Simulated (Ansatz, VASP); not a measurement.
One calculation of TeW, two programs

File INCAR:

```
ALGO     = Normal         # electronic algorithm
EDIFF    = 1E-6           # SCF threshold, eV
EDIFFG   = -0.01          # ionic threshold
ENCUT    = 600            # plane-wave cutoff, eV
GGA      = PE             # functional
IBRION   = 2              # ionic algorithm
ISIF     = 3              # what is computed and relaxed
ISMEAR   = 0              # smearing method
LASPH    = T              # aspherical terms in the spheres
LCHARG   = F              # write CHGCAR
LREAL    = F              # projectors in reciprocal space
LWAVE    = F              # write WAVECAR
NELM     = 80             # most SCF steps
NSW      = 80             # ionic steps
PREC     = Accurate       # precision mode
SIGMA    = 0.1            # smearing width, eV
```

KPOINTS

```
k-points
0
Gamma
  14 14 14
```

File POSCAR:

```
TeW
1.0
    0.0000000000      2.8320154625      2.8320154625
    2.8320154625      0.0000000000      2.8320154625
    2.8320154625      2.8320154625      0.0000000000
W Te
1 1
Direct
    0.0000000000      0.0000000000      0.0000000000
    0.5000000000      0.5000000000      0.5000000000
```

Input for Ansatz:

```yaml
crystal:
  lattice:
    - [0.0, 2.8320154625, 2.8320154625]
    - [2.8320154625, 0.0, 2.8320154625]
    - [2.8320154625, 2.8320154625, 0.0]
  atoms:
    - { symbol: W, position: [0.0, 0.0, 0.0] }
    - { symbol: Te, position: [0.5, 0.5, 0.5] }
basis:
  ecutwfc: 420
kpoints:
  mp_grid: { grid: [14, 14, 14] }
hamiltonian:
  xc: pbe
scf:
  occupations: { method: gaussian, width: 0.1 }
  lower_state_search: "off"
output:
  forces: true
  stress: true
  eigenvalues: true
  write_density: true
  write_potential: true
  elf: true
  volumetric_format: npy
relax:
  adjacent_minimum: "off"
  f_tol: 0.01
  max_steps: 60
  cell: { stress_tol: 0.05 }
```

Alike in both runs: task relaxation of cell and atoms; functional PBE; k mesh 14 × 14 × 14; occupations gaussian, width 0.1 eV; no spin polarisation.

```csv
,VASP,Ansatz
version,VASP 6.6.1,Ansatz 0.2.0
potentials or method,"VASP PAW PBE potentials, release 64 (W_sv, Te), cutoff 600 eV","scalar-relativistic, plane waves, PAW"
valence electrons in the cell,20,30
```

VASP gave:

- gap on the k mesh at the Fermi level, each at its own relaxed structure (eV): none
- relaxed volume (Å³/atom): 21.91
- relaxed cell length with the largest relative difference (Å): 3.957

**Question.** What did Ansatz give for the same quantities?

**Answer.** gap on the k mesh at the Fermi level, each at its own relaxed structure (eV): none; relaxed volume (Å³/atom): 21.89; relaxed cell length with the largest relative difference (Å): 3.956.

A gap of «none» marks a metal or a gap that the smearing closes. VASP's potentials hold 20 valence electrons a cell and Ansatz's 30, so a difference there can come from the potentials and not from the codes.

Spin-orbit coupling is off throughout.
